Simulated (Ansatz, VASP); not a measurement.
# Ta2N: VASP beside Ansatz

```
Ta N
1.0
     3.11286    0.00000    0.00000
    -1.55643    2.69582    0.00000
     0.00000    0.00000    4.86984
Ta N
2 1
Direct
  0.33333 0.66667 0.25471
  0.66667 0.33333 0.74529
  0.00000 0.00000 0.00000
```

Alike in both runs: functional PBE; k mesh 7 × 7 × 5; occupations fermi-dirac, width 0.05 eV; non-collinear spin, spin-orbit coupling.

|  | VASP | Ansatz |
| --- | --- | --- |
| version | VASP 6.6.1 | Ansatz 0.2.0 |
| potentials or method | VASP PAW PBE potentials, release 64 (Ta_pv, N) | Ansatz PAW |
| plane-wave cutoff (eV) | 520 | 420 |
| valence electrons in the cell | 27 | 31 |
| task | single point | band structure |

|  | VASP | Ansatz | Ansatz less VASP |
| --- | --- | --- | --- |
| pressure (GPa) | -0.4 | -1.5 | -1.08 |
| traceless stress, the component that is largest in VASP (GPa) | -0.03 | 0.21 | +0.236 |
| rms of the force components (eV/Å) | 0.031 | 0.007 | -0.0238 |
| net moment per atom (μB) | 0.00 | 0.00 | 0.000 |

Atom by atom the forces differ by 0.024 eV/Å (rms over components). With one functional, cell and mesh, what is left measures potentials, basis and numerics. VASP's potentials hold 27 valence electrons a cell and Ansatz's 31, so a difference there can come from the potentials and not from the codes.
